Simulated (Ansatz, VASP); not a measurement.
## Two plane-wave programs on Lu2Si3P

```
Lu Si P
1.0
     4.44466    0.00000    0.00000
     0.00000    4.44466    0.00000
     0.00000    0.00000    5.97158
Lu Si P
2 3 1
Direct
  0.00000 0.50000 0.50000
  0.50000 0.00000 0.50000
  0.00000 0.00000 0.20086
  0.00000 0.00000 0.79914
  0.00000 0.00000 0.50000
  0.50000 0.50000 0.50000
```

Alike in both runs: task relaxation of cell and atoms; functional PBE; k mesh 4 × 4 × 4; occupations gaussian, width 0.1 eV; no spin polarisation.

```csv
,VASP,Ansatz
version,VASP 6.6.1,Ansatz 0.2.0
potentials or method,"VASP PAW PBE potentials, release 64 (Lu, Si, P), cutoff 600 eV","scalar-relativistic, plane waves, PAW"
valence electrons in the cell,67,67
```

VASP gave:

| Property | Result |
| --- | --- |
| gap on the k mesh at the Fermi level, each at its own relaxed structure (eV) | none |
| relaxed volume (Å³/atom) | 32.99 |
| relaxed cell length with the largest relative difference (Å) | 5.384 |

Task: What did Ansatz give for the same quantities?

Result: gap on the k mesh at the Fermi level, each at its own relaxed structure (eV): none; relaxed volume (Å³/atom): 32.87; relaxed cell length with the largest relative difference (Å): 5.371.

A gap of «none» marks a metal or a gap that the smearing closes.

Neither program's run includes spin-orbit coupling. Noted on VASP's run: the volume moved by over 15 % at a fixed basis, so the end points are rough.
